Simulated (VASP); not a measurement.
Runs of VASP 6.6.1 on AlN. The structure is that of space group P6_3mc (No. 186), or close to it. The cells are those of the table. 

| task | level | potentials or basis | cell | k mesh | cutoff (eV) | smearing | grid for exact exchange (PRECFOCK) | screening parameter | gap on the mesh (eV) | pressure (GPa) | largest force (eV/Å) |
| --- | --- | --- | --- | --- | --- | --- | --- | --- | --- | --- | --- |
| single point | PBE | VASP PAW PBE potentials, release 64 (Al, N) | a = 3.130, b = 3.130, c = 5.018 Å, angles 90.0, 90.0, 120.0°, 4 atoms | 12 × 12 × 6 | 520 | fermi-dirac 0.02 eV | - | - | 4.04 | (b) | - |
| single point | LDA | VASP PAW LDA potentials, release 64 (Al, N) | a = 3.107, b = 3.107, c = 4.979 Å, angles 90.0, 90.0, 120.0°, 4 atoms | 12 × 12 × 6 | 520 | gaussian 0.01 eV | - | - | 4.27 | -3.2 | - |
| single point | r2SCAN | VASP PAW PBE potentials, release 64 (Al, N) | a = 3.107, b = 3.107, c = 4.979 Å, angles 90.0, 90.0, 120.0°, 4 atoms | 12 × 12 × 6 | 520 | gaussian 0.01 eV | - | - | 4.92 | -0.4 | - |
| single point | PBEsol | VASP PAW PBE potentials, release 64 (Al, N) | a = 3.114, b = 3.114, c = 4.984 Å, angles 90.0, 90.0, 120.0°, 4 atoms | 12 × 12 × 6 | 520 | fermi-dirac 0.02 eV | - | - | 4.11 | -0.1 | - |
| single point | HSE06 | VASP PAW PBE potentials, release 64 (Al, N) | a = 3.105, b = 3.105, c = 4.968 Å, angles 90.0, 90.0, 120.0°, 4 atoms | 6 × 6 × 4 | 520 | fermi-dirac 0.02 eV | Normal | 0.2079 1/Å | 5.61 | (a) | - |
| single point | LDA | VASP PAW LDA potentials, release 64 (Al, N) | a = 3.089, b = 3.089, c = 4.943 Å, angles 90.0, 90.0, 120.0°, 4 atoms | 12 × 12 × 6 | 520 | fermi-dirac 0.02 eV | - | - | 4.42 | 0.6 | - |
| single point | PBE | VASP PAW PBE potentials, release 64 (Al, N) | a = 3.107, b = 3.107, c = 4.979 Å, angles 90.0, 90.0, 120.0°, 4 atoms | 6 × 6 × 4 | 520 | gaussian 0.01 eV | - | - | 4.24 | 4.4 | 0.01 |
| single point | r2SCAN | VASP PAW PBE potentials, release 64 (Al, N) | a = 3.107, b = 3.107, c = 4.979 Å, angles 90.0, 90.0, 120.0°, 4 atoms | 12 × 12 × 6 | 520 | fermi-dirac 0.02 eV | - | - | 4.92 | -0.4 | - |
| relaxation of cell and atoms | PBEsol | VASP PAW PBE potentials, release 64 (Al, N) | relaxed from a = 3.130, b = 3.130, c = 5.018 Å, angles 90.0, 90.0, 120.0°, 4 atoms | 12 × 12 × 6 | 600 | fermi-dirac 0.02 eV | - | - | 4.12 | 0.0 | - |
| single point | PBE | VASP PAW PBE potentials, release 64 (Al, N) | a = 3.107, b = 3.107, c = 4.979 Å, angles 90.0, 90.0, 120.0°, 4 atoms | 12 × 12 × 6 | 520 | fermi-dirac 0.02 eV | - | - | 4.24 | 4.4 | 0.01 |
| dielectric tensor | PBE | VASP PAW PBE potentials, release 64 (Al, N) | a = 3.107, b = 3.107, c = 4.979 Å, angles 90.0, 90.0, 120.0°, 4 atoms | 9 × 9 × 4 | 520 | gaussian 0.01 eV | - | - | 4.24 | - | - |

Alike in all rows: no spin polarisation.

Q: Estimate the missing entries.

A: (a) -0.2; (b) -0.3.

Caveats: the PAW data sets were made with another functional, which shifts forces and pressure a little (some runs).

A k mesh can miss the band edges.
